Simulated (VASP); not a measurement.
## Zn: relaxation of cell and atoms with PBE

Zn:

```
Zn
1.0
    -1.52228    1.52201    2.14527
     1.52228   -1.52201    2.14527
     1.52228    1.52201   -2.14527
Zn
1
Direct
  0.50000 0.50000 0.00000
```

```
Program                : VASP 6.6.1
Task                   : relaxation of cell and atoms
Functional             : PBE
Potentials or basis    : VASP PAW PBE potentials, release 64 (Zn)
Cutoff                 : 600 eV
k mesh                 : 10 × 10 × 10
Occupations            : gaussian, width 0.1 eV
Spin                   : no spin polarisation
Dipole correction      : no
Further INCAR settings : ALGO = Normal; EDIFF = 1e-06; IBRION = 2; EDIFFG = -0.05; NSW = 80; ISIF = 3
```

```json
{
 "Relaxed volume": "15.30 Å³/atom",
 "Relaxed cell": "a = 2.777 Å, b = 2.777 Å, c = 2.777 Å, α = 116.68°, β = 121.50°, γ = 91.63°",
 "Space group after relaxing (to 0.05 Å)": "Immm (No. 71)",
 "Energy gained by relaxing": "181.0 meV/atom",
 "Ionic steps": "35",
 "Pressure after relaxing": "0.0 GPa",
 "Band gap on the k mesh": "zero (band 6 reaches 4.47 eV, above the bottom of band 7 at 1.18 eV)"
}
```

Stress tensor (GPa, compression positive):
```
 0.30  0.00  0.00
 0.00  0.10  0.00
 0.00  0.00 -0.39
```

The path:
| step | energy change (eV) | largest force (eV/Å) | pressure (GPa) | volume (Å³) |
| --- | --- | --- | --- | --- |
| 1 | 0.0000 | 0.0000 | -8.81 | 19.88 |
| 2 | -0.1404 | 0.0000 | -5.57 | 16.90 |
| 3 | -0.1731 | 0.0000 | -0.54 | 15.23 |
| 4 | -0.1731 | 0.0000 | 0.40 | 15.08 |
| 5 | -0.1733 | 0.0000 | -0.10 | 15.17 |
| 6 | -0.1734 | 0.0000 | -0.26 | 15.21 |
| 7 | -0.1736 | 0.0000 | -0.39 | 15.23 |
| 8 | -0.1742 | 0.0000 | -0.60 | 15.29 |
| 9 | -0.1739 | 0.0000 | -0.91 | 15.39 |
| 10 | -0.1744 | 0.0000 | -0.79 | 15.34 |
| 11 | -0.1744 | 0.0000 | -0.67 | 15.32 |
| 12 | -0.1747 | 0.0000 | -0.30 | 15.26 |
| 13 | -0.1747 | 0.0000 | -0.37 | 15.25 |
| 14 | -0.1747 | 0.0000 | -0.24 | 15.24 |
| 15 | -0.1748 | 0.0000 | -0.15 | 15.21 |
| 16 | -0.1752 | 0.0000 | 0.18 | 15.12 |
| 17 | -0.1753 | 0.0000 | 1.02 | 14.95 |
| 18 | -0.1754 | 0.0000 | 0.68 | 15.02 |
| 19 | -0.1754 | 0.0000 | 0.76 | 15.01 |
| 20 | -0.1755 | 0.0000 | 0.85 | 15.00 |
| 21 | -0.1756 | 0.0000 | 1.04 | 14.97 |
| 22 | -0.1760 | 0.0000 | 1.24 | 14.92 |
| 23 | -0.1762 | 0.0000 | 2.00 | 14.81 |
| 24 | -0.1762 | 0.0000 | 1.66 | 14.86 |
| 25 | -0.1765 | 0.0000 | 1.71 | 14.86 |
| 26 | -0.1771 | 0.0000 | 1.91 | 14.85 |
| 27 | -0.1766 | 0.0000 | 2.33 | 14.84 |
| 28 | -0.1772 | 0.0000 | 1.96 | 14.85 |
| 29 | -0.1778 | 0.0000 | 1.82 | 14.89 |
| 30 | -0.1792 | 0.0000 | 1.21 | 15.02 |
| 31 | -0.1806 | 0.0000 | 0.13 | 15.27 |
| 32 | -0.1806 | 0.0000 | -0.18 | 15.34 |
| 33 | -0.1807 | 0.0000 | -0.14 | 15.33 |
| 34 | -0.1808 | 0.0000 | -0.10 | 15.32 |
| 35 | -0.1810 | 0.0000 | 0.00 | 15.30 |

Final structure:
```yaml
crystal:
  lattice:
    - [-1.45733, 1.35668, 1.93524]
    - [1.45733, -1.35668, 1.93524]
    - [1.45733, 1.35668, -1.93524]
  atoms:
    - { symbol: Zn, position: [0.50000, 0.50000, 0.00000] }
```

Levels at points of the mesh, in eV from the Fermi level:
| k point | band 3 | band 4 | band 5 | band 6 | band 7 | band 8 | band 9 | band 10 |
| --- | --- | --- | --- | --- | --- | --- | --- | --- |
| (0.00, 0.00, 0.00) | -7.59 | -7.53 | -7.25 | -7.18 | 16.80 | 17.11 | 19.67 | 19.91 |
| (0.50, 0.00, 0.00) | -7.51 | -6.96 | -6.90 | -2.62 | -0.90 | 13.85 | 14.65 | 17.61 |
| (0.00, 0.50, 0.00) | -7.54 | -7.02 | -6.91 | -3.07 | -1.84 | 15.82 | 15.85 | 17.91 |
| (0.50, 0.50, 0.00) | -7.00 | -6.87 | -6.87 | -1.10 | 1.52 | 8.53 | 8.68 | 12.21 |
| (0.50, 0.50, 0.50) | -6.96 | -6.88 | -6.87 | -0.67 | 2.13 | 6.70 | 9.47 | 10.82 |

It took 11 min on 1 thread of AMD EPYC 7R43 64-Core Processor (Zen 3), with other jobs on the host, peak memory 0.15 GiB.

Caveat: the volume moved by over 15 % at a fixed basis, so the end points are rough.
